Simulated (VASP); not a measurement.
BN, 2 atoms in the cell. It takes space group F-43m (No. 216, cubic). The conventional cell has a = 3.610 Å, b = 3.610 Å, c = 3.610 Å, α = 90.00°, β = 90.00°, γ = 90.00°. Within 2.1 Å of B (site symmetry -43m) lie 4 N at 1.56 Å. N (site symmetry -43m) has 4 B at 1.56 Å within 2.1 Å. 

```yaml
Program: VASP 6.6.1
Task: dielectric tensor
Functional: r2SCAN
Potentials_or_basis: VASP PAW PBE potentials, release 64 (B, N)
Cutoff: 520 eV
k_mesh: 10 × 10 × 10
Occupations: gaussian, width 0.01 eV
Spin: no spin polarisation
Dipole_correction: no
Further_INCAR_settings: ALGO = Normal; EDIFF = 1e-08
```

Potentials or basis: VASP PAW PBE potentials, release 64 (B, N).

Command:

```bash
$ cat potpaw_PBE.64/B/POTCAR potpaw_PBE.64/N/POTCAR > POTCAR
$ mpirun -np 1 vasp_std > vasp.out
```

Hardware: 1 thread of AMD EPYC 9R45 96-Core Processor (Zen 5) (shared host).

How long does it take, and how much memory?

Run time: 12 min on 1 thread of AMD EPYC 9R45 96-Core Processor (Zen 5), on a shared host, peak memory 0.21 GiB. Counts: scf iterations 62, k points 47.
